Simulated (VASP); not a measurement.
# Al5Cu3 in VASP: single point with PBEsol

Aim: the single point of Al5Cu3 with PBEsol.

Program: VASP 6.6.1. These are calculated values, not measurements. Logs are shortened: lines on timing, memory, paths and dates and some standing lists are left out, and cuts for length are marked.

## Step 1: The cell of the first run

The cell holds a slab with vacuum, 16 atoms: a = 4.828 Å, b = 4.877 Å, c = 25.013 Å, α = 90.00°, β = 90.00°, γ = 119.67°.

## Step 2: Single point, PBEsol

The input, INCAR:

```
PREC = Accurate
ENCUT = 520
EDIFF = 1E-6
ISMEAR = 0
SIGMA = 0.1
LREAL = Auto
LASPH = True
NELM = 100
ALGO = Normal
ISIF = 2
LWAVE = False
LCHARG = True
LDIPOL = True
IDIPOL = 3
DIPOL = 0.5 0.5 0.500
GGA = PS
LELF = True
LVHAR = True
LVACPOTAV = True
NBANDS = 62
```

The input, KPOINTS:

```
Automatic mesh
0
Gamma
  8 8 1
```

The input, POSCAR:

```
Al5Cu3
1.0
    4.8278486183      0.0000000000      0.0000000000
   -2.4139243091      4.2377626284      0.0000000000
    0.0000000000      0.0000000000     25.0126472344
Al Cu
10 6
Direct
    0.7500000000      0.5000000000      0.3115571349
    0.2500000000      0.5000000000      0.3572938009
    0.9117076828      0.8234153656      0.4163737672
    0.5882923172      0.1765846344      0.4163737672
    0.2500000000      0.5000000000      0.4685099696
    0.7500000000      0.5000000000      0.5314900423
    0.4117076828      0.8234153657      0.5836262308
    0.0882923172      0.1765846343      0.5836262308
    0.7500000000      0.5000000000      0.6427062047
    0.2500000000      0.5000000000      0.6884428637
    0.7500000000      0.0000000000      0.3320733882
    0.2500000000      0.0000000000      0.3320733882
    0.2500000000      0.0000000000      0.4999999975
    0.7500000000      0.0000000000      0.4999999975
    0.7500000000      0.0000000000      0.6679266084
    0.2500000000      0.0000000000      0.6679266084
```

Potentials or basis: VASP PAW PBE potentials, release 64 (Al, Cu).

Run with:

```
$ cat potpaw_PBE.64/Al/POTCAR potpaw_PBE.64/Cu/POTCAR > POTCAR
$ mpirun -np 1 vasp_std > vasp.out
```

OUTCAR:

```text
PREC = Accurate
   ENCUT = 520
   EDIFF = 1E-6
   ISMEAR = 0
   LREAL = Auto
   LASPH = True
   NELM = 100
   ISIF = 2
   GGA = PS

 ion  position               nearest neighbor table
   1  0.750  0.500  0.312-  11 2.49  11 2.49  12 2.49  12 2.49   2 2.67   2 2.67   4 2.96   3 2.96

   2  0.250  0.500  0.357-  12 2.52  12 2.52  11 2.52  11 2.52   1 2.67   1 2.67   5 2.78   3 3.14
                             4 3.14   4 3.14   3 3.14   4 3.23   3 3.23
   3  0.912  0.823  0.416-  14 2.53  13 2.53  11 2.54  12 2.54   4 2.74   4 2.84   4 2.84   1 2.96
                             5 3.07   5 3.07   2 3.14   2 3.14   5 3.15   6 3.19   2 3.23
   4  0.588  0.177  0.416-  14 2.53  13 2.53  11 2.54  12 2.54   3 2.74   3 2.84   3 2.84   1 2.96
                             5 3.07   5 3.07   2 3.14   2 3.14   5 3.15   6 3.19   2 3.23
   5  0.250  0.500  0.469-  13 2.56  13 2.56  14 2.56  14 2.56   2 2.78   6 2.88   6 2.88   3 3.07
                             4 3.07   3 3.07   4 3.07   4 3.15   3 3.15   8 3.19   7 3.19
   6  0.750  0.500  0.531-  14 2.56  14 2.56  13 2.56  13 2.56   9 2.78   5 2.88   5 2.88   8 3.07
                             7 3.07   8 3.07   7 3.07   8 3.15   7 3.15   4 3.19   3 3.19
   7  0.412  0.823  0.584-  13 2.53  14 2.53  16 2.54  15 2.54   8 2.74   8 2.84   8 2.84  10 2.96
                             6 3.07   6 3.07   9 3.14   9 3.14   6 3.15   5 3.19   9 3.23
   8  0.088  0.177  0.584-  13 2.53  14 2.53  16 2.54  15 2.54   7 2.74   7 2.84   7 2.84  10 2.96
                             6 3.07   6 3.07   9 3.14   9 3.14   6 3.15   5 3.19   9 3.23
   9  0.750  0.500  0.643-  15 2.52  15 2.52  16 2.52  16 2.52  10 2.67  10 2.67   6 2.78   7 3.14
                             8 3.14   8 3.14   7 3.14   8 3.23   7 3.23
  10  0.250  0.500  0.688-  16 2.49  16 2.49  15 2.49  15 2.49   9 2.67   9 2.67   7 2.96   8 2.96

  11  0.750  0.000  0.332-  12 2.41  12 2.41   1 2.49   1 2.49   2 2.52   2 2.52   3 2.54   4 2.54

  12  0.250  0.000  0.332-  11 2.41  11 2.41   1 2.49   1 2.49   2 2.52   2 2.52   3 2.54   4 2.54

  13  0.250  0.000  0.500-  14 2.41  14 2.41   3 2.53   4 2.53   7 2.53   8 2.53   5 2.56   5 2.56
                             6 2.56   6 2.56
  14  0.750  0.000  0.500-  13 2.41  13 2.41   3 2.53   4 2.53   7 2.53   8 2.53   5 2.56   5 2.56
                             6 2.56   6 2.56
  15  0.750  0.000  0.668-  16 2.41  16 2.41  10 2.49  10 2.49   9 2.52   9 2.52   7 2.54   8 2.54

  16  0.250  0.000  0.668-  15 2.41  15 2.41  10 2.49  10 2.49   9 2.52   9 2.52   7 2.54   8 2.54

  LATTYP: Found a base centered orthorhombic cell.
 ALAT       =     4.8278486183
 B/A-ratio  =     1.7555490917
 C/A-ratio  =     5.1809095960

  Lattice vectors:

 A1 = (   2.4139243091,  -4.2377626284,   0.0000000000)
 A2 = (   2.4139243092,   4.2377626284,   0.0000000000)
 A3 = (   0.0000000000,   0.0000000000,  25.0126472344)

Analysis of symmetry for initial positions (statically):
=====================================================================
 Subroutine PRICEL returns:
 Original cell was already a primitive cell.

 Routine SETGRP: Setting up the symmetry group for a
 base centered orthorhombic supercell.

 Subroutine GETGRP returns: Found  8 space group operations
 (whereof  4 operations were pure point group operations)
 out of a pool of  8 trial point group operations.

The static configuration has the point symmetry C_2h.
 The point group associated with its full space group is D_2h.

Analysis of symmetry for dynamics (positions and initial velocities):
=====================================================================
 Subroutine PRICEL returns:
 Original cell was already a primitive cell.

 Routine SETGRP: Setting up the symmetry group for a
 base centered orthorhombic supercell.

 Subroutine GETGRP returns: Found  8 space group operations
 (whereof  4 operations were pure point group operations)
 out of a pool of  8 trial point group operations.

The dynamic configuration has the point symmetry C_2h.
 The point group associated with its full space group is D_2h.

 Subroutine INISYM returns: Found  8 space group operations
 (whereof  4 operations are pure point group operations),
 and found     1 'primitive' translations

----------------------------------------------------------------------------------------

                                     Primitive cell

  volume of cell :     511.7407

  direct lattice vectors                    reciprocal lattice vectors
     4.827848618  0.000000000  0.000000000     0.207131598  0.117986788  0.000000000
    -2.413924309  4.237762628  0.000000000     0.000000000  0.235973576  0.000000000
     0.000000000  0.000000000 25.012647234     0.000000000  0.000000000  0.039979775

  length of vectors
     4.827848618  4.877054712 25.012647234     0.238378651  0.235973576  0.039979775

  position of ions in fractional coordinates (direct lattice)
     0.750000000  0.500000000  0.311557135
     0.250000000  0.500000000  0.357293801
     0.911707683  0.823415366  0.416373767
     0.588292317  0.176584634  0.416373767
     0.250000000  0.500000000  0.468509970
     0.750000000  0.500000000  0.531490042
[... 8 lines left out ...]
     0.750000000  0.000000000  0.667926608
     0.250000000  0.000000000  0.667926608

  ion indices of the primitive-cell ions
   primitive index   ion index
                 1           1
                 2           2
                 3           3
                 4           4
                 5           5
                 6           6
[... 8 lines left out ...]
                15          15
                16          16

----------------------------------------------------------------------------------------

 KPOINTS: Automatic mesh

Automatic generation of k-mesh.
 Grid dimensions read from file:
 generate k-points for:    8    8    1

 Generating k-lattice:

  Cartesian coordinates                     Fractional coordinates (reciprocal lattice)
     0.025891450  0.014748348  0.000000000     0.125000000  0.000000000  0.000000000
     0.000000000  0.029496697  0.000000000     0.000000000  0.125000000  0.000000000
     0.000000000  0.000000000  0.039979775     0.000000000  0.000000000  1.000000000

  Length of vectors
     0.029797331  0.029496697  0.039979775

  Shift w.r.t. Gamma in fractional coordinates (k-lattice)
     0.000000000  0.000000000  0.000000000

 Subroutine IBZKPT returns following result:
 ===========================================

 Found     21 irreducible k-points:

 Following reciprocal coordinates:
            Coordinates               Weight
  0.000000  0.000000  0.000000      1.000000
  0.125000  0.000000  0.000000      4.000000
  0.250000  0.000000  0.000000      4.000000
  0.375000  0.000000  0.000000      4.000000
  0.500000  0.000000  0.000000      2.000000
  0.000000  0.125000  0.000000      2.000000
[... 13 lines left out ...]
  0.250000  0.375000  0.000000      2.000000
  0.000000  0.500000  0.000000      1.000000
   k-points           NKPTS =     21   k-points in BZ     NKDIM =     21   number of bands    NBANDS=     62
   number of dos      NEDOS =    301   number of ions     NIONS =     16
   total plane-waves  NPLWV = 248832
   dimension x,y,z NGX =    36 NGY =   36 NGZ =  192
   dimension x,y,z NGXF=    72 NGYF=   72 NGZF=  384
   ions per type =              10   6
   NGX,Y,Z   is equivalent  to a cutoff of  12.40, 12.27, 12.76 a.u.
   NGXF,Y,Z  is equivalent  to a cutoff of  24.79, 24.54, 25.52 a.u.
 SYSTEM =  unknown system
   PREC   = accura    normal or accurate (medium, high low for compatibility)
   ISTART =      0    job   : 0-new  1-cont  2-samecut
   ICHARG =      2    charge: 1-file 2-atom 10-const
   ISPIN  =      1    spin polarized calculation?
   LNONCOLLINEAR =      F non collinear calculations
   LSORBIT =      F    spin-orbit coupling
   LASPH  =      T    aspherical Exc in radial PAW
   ENCUT  =  520.0 eV  38.22 Ry    6.18 a.u.   8.98  9.07 46.51*2*pi/ulx,y,z
   NELM   =    100;   NELMIN=  2; NELMDL= -5     # of ELM steps
   EDIFF  = 0.1E-05   stopping-criterion for ELM
   LREAL  =      T    real-space projection
   EDIFFG = 0.1E-04   stopping-criterion for IOM
   NSW    =      0    number of steps for IOM
   IBRION =     -1    ionic relax: 0-MD 1-quasi-New 2-CG
   NFREE  =      0    steps in history (QN), initial steepest desc. (CG)
   ISIF   =      2    stress and relaxation
   ISYM   =      2    0-nonsym 1-usesym 2-fastsym
   POTIM  = 0.5000    time-step for ionic-motion
   TEBEG  =    0.0;   TEEND  =   0.0 temperature during run
   PSTRESS=    0.0 pullay stress
   NELECT =      96.0000    total number of electrons
   NUPDOWN=      -1.0000    fix difference up-down
   EMIN   =  10.00;   EMAX   =-10.00  energy-range for DOS
   EFERMI =   0.00;   METHOD = LEGACY
   ISMEAR =     0;   SIGMA  =   0.10  broadening in eV -4-tet -1-fermi 0-gaus
   EFERMI_NEDOS =   21; number of points for ismear=-14 and -15
   IALGO  =     38    algorithm
   IMIX   =      4    mixing-type and parameters
     AMIX     =   0.40;   BMIX     =  1.00
     AMIX_MAG =   1.60;   BMIX_MAG =  1.00
  volume/ion in A,a.u.               =      31.98       215.84
  Fermi-wavevector in a.u.,A,eV,Ry     =   0.937163  1.770982 11.949657  0.878275
  Thomas-Fermi vector in A             =   2.064246
   LORBIT       =      0    0 simple, 1 ext, 2 COOP (PROOUT), +10 PAW based schemes
   GGA     = PS    functional components
   LHFCALC =     F    Hartree Fock is set to
   AEXX    =    0.0000 exact exchange contribution
   IVDW    =     0    specifies the selected vdW correction
   LEPSILON=     F    determine dielectric tensor
   LRPA    =     F    only Hartree local field effects (RPA)
 non-spin polarized calculation
 Gauss-broadening in eV      SIGMA  =   0.10
  energy-cutoff  :      520.00
  volume of cell :      511.74
 maximum number of plane-waves:     13835
   NGX = 17   NGY = 19   NGZ = 93

 dipolmoment           0.000000      0.000000     -0.000000 electrons x Angstroem

 number of electron      96.0000074 magnetization

 dipolmoment           0.000000      0.000000      0.000000 electrons x Angstroem

 Free energy of the ion-electron system (eV)
  ---------------------------------------------------
  ext. energy  EPLUGINS =         0.00000000
  ---------------------------------------------------
  free energy    TOTEN  =       -66.44231257 eV

  energy without entropy =      -66.41562120  energy(sigma->0) =      -66.42896689

 E-fermi :   1.2620     XC(G=0):  -5.6579

 val. band max:        1.2562055698   @ k =   0.1250   0.2500   0.0000
 cond. band min:       1.2832369108   @ k =   0.0000   0.5000   0.0000
 fundamental gap:      0.0270313409
 Fermi energy:         1.2619906606

 k-point     1 :       0.0000    0.0000    0.0000
  band No.  band energies     occupation
      1      -9.5121      2.00000
      2      -8.7258      2.00000
      3      -7.6250      2.00000
      4      -5.8488      2.00000
      5      -4.4659      2.00000
      6      -4.1820      2.00000
[... 52 lines left out ...]
     59       3.9670      0.00000
     60       4.0431      0.00000

 k-point     2 :       0.1250    0.0000    0.0000
  band No.  band energies     occupation
      1      -9.3790      2.00000
      2      -8.5960      2.00000
      3      -7.4914      2.00000
      4      -5.7362      2.00000
      5      -4.4039      2.00000
      6      -4.2937      2.00000
[... 1186 lines left out ...]
     59       4.8633      0.00000
     60       4.9851      0.00000

 k-point    21 :       0.0000    0.5000    0.0000
  band No.  band energies     occupation
      1      -7.5890      2.00000
      2      -7.3689      2.00000
      3      -6.7863      2.00000
      4      -6.6821      2.00000
      5      -5.6632      2.00000
      6      -5.5290      2.00000
[... 52 lines left out ...]
     59       5.4324      0.00000
     60       5.6598      0.00000
 [bands above 60 left out]

------------------------ aborting loop because EDIFF is reached ----------------------------------------

  FORCE on cell =-STRESS in cart. coord.  units (eV):
  Direction    XX          YY          ZZ          XY          YZ          ZX
  --------------------------------------------------------------------------------------
  -------------------------------------------------------------------------------------
  Total        1.7949735     -0.3875558      0.2117492     -0.0000000      0.0000000      0.0000000
  in kB        5.6197720     -1.2133747      0.6629525     -0.0000000      0.0000000      0.0000000
  external PRESSURE =       1.6897833 kB  Pullay stress =       0.0000000 kB

 VOLUME and BASIS-vectors are now :
 -----------------------------------------------------------------------------
  energy-cutoff  :      520.00
  volume of cell :      511.74
      direct lattice vectors                 reciprocal lattice vectors
     4.827848618  0.000000000  0.000000000     0.207131598  0.117986788  0.000000000
    -2.413924309  4.237762628  0.000000000     0.000000000  0.235973576  0.000000000
     0.000000000  0.000000000 25.012647234     0.000000000  0.000000000  0.039979775

 POSITION                                       TOTAL-FORCE (eV/Angst)
 -----------------------------------------------------------------------------------
      2.41392      2.11888      7.79287        -0.000000      0.000000      0.001632
      0.00000      2.11888      8.93686         0.000000     -0.000000      0.008166
      2.41392      3.48944     10.41461        -0.000000     -0.006724      0.001848
      2.41392      0.74832     10.41461         0.000000      0.006724      0.001848
      0.00000      2.11888     11.71867        -0.000000     -0.000000      0.003195
      2.41392      2.11888     13.29397         0.000000      0.000000     -0.003195
[... 8 lines left out ...]
      3.62089      0.00000     16.70661        -0.000000      0.000000      0.020819
      1.20696      0.00000     16.70661        -0.000000      0.000000      0.020819
 -----------------------------------------------------------------------------------
    total drift:                                0.000000      0.000000      0.000098

  FREE ENERGIE OF THE ION-ELECTRON SYSTEM (eV)
  ---------------------------------------------------
  free  energy   TOTEN  =       -66.4423125747 eV

  energy  without entropy=      -66.4156211977  energy(sigma->0) =      -66.42896689

 vacuum level on the upper side and lower side of the slab         5.588         5.588
```

Wall time 25 min (1 thread of Intel Xeon Platinum 8488C (Sapphire Rapids), shared host); peak memory 0.76 GiB.

Results:

| Item | Value |
| --- | --- |
| Free energy | -66.4423 eV |
| Largest force | 0.021 eV/Å |
| Band gap on the k mesh | zero (band 48 reaches 1.79 eV, above the bottom of band 49 at 0.53 eV) |

Forces on the atoms (eV/Å):
```
Al   0.000  0.000  0.002
Al   0.000  0.000  0.008
Al   0.000 -0.007  0.002
Al   0.000  0.007  0.002
Al   0.000  0.000  0.003
Al   0.000  0.000 -0.003
Al   0.000 -0.007 -0.002
Al   0.000  0.007 -0.002
Al   0.000  0.000 -0.008
Al   0.000  0.000 -0.002
Cu   0.000  0.000 -0.021
Cu   0.000  0.000 -0.021
Cu   0.000  0.000  0.000
Cu   0.000  0.000  0.000
Cu   0.000  0.000  0.021
Cu   0.000  0.000  0.021
```

Levels at points of the mesh, in eV from the Fermi level:
| k point | band 44 | band 45 | band 46 | band 47 | band 48 | band 49 | band 50 | band 51 | band 52 | band 53 |
| --- | --- | --- | --- | --- | --- | --- | --- | --- | --- | --- |
| (0.00, 0.00, 0.00) | -1.36 | -1.35 | -0.95 | -0.82 | -0.77 | -0.73 | -0.69 | -0.64 | 0.52 | 1.21 |
| (0.50, 0.00, 0.00) | -1.74 | -1.57 | -1.57 | -0.35 | -0.35 | 0.28 | 0.28 | 1.72 | 1.72 | 2.46 |
| (0.00, 0.50, 0.00) | -1.82 | -1.41 | -0.56 | -0.40 | 0.02 | 0.16 | 0.33 | 1.63 | 1.75 | 2.01 |

Caveat: the PAW data sets were made with another functional, which shifts forces and pressure a little.
